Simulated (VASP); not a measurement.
Here is a VASP 6.6.1 calculation.

File INCAR:

```
PREC = Accurate
ENCUT = 500
EDIFF = 1E-6
ISMEAR = 0
SIGMA = 0.15
LREAL = False
LASPH = True
NELM = 120
ALGO = Normal
ISIF = 2
LWAVE = False
LCHARG = False
GGA = PE
NBANDS = 17
GGA_COMPAT = False
```

File KPOINTS:

```
Automatic mesh
0
Gamma
  18 18 10
```

File POSCAR:

```
Hf
1.0
    3.0926000000      0.0000000000      0.0000000000
   -1.5463000000      2.6782701638      0.0000000000
    0.0000000000      0.0000000000      5.4731000000
Hf
2
Direct
    0.3333333333      0.6666666667      0.2500000000
    0.6666666667      0.3333333333      0.7500000000
```

Potentials or basis: VASP PAW PBE potentials, release 64 (Hf_pv).

Run with:

```console
$ cat potpaw_PBE.64/Hf_pv/POTCAR > POTCAR
$ mpirun -np 1 vasp_std > vasp.out
```

Q: Predict the band gap on the k mesh.

A: Zero (bands 10 and 11 overlap by 0.84 eV).

Q: Estimate the pressure.

A: -0.9 GPa.

Stress tensor (GPa, compression positive):
```
 3.21  0.00  0.00
 0.00  3.21  0.00
 0.00  0.00 -9.21
```

Caveat: the stress differs along the axes, from -9 to 3 GPa; spin-orbit coupling is left out, which moves the levels of the heavy elements.
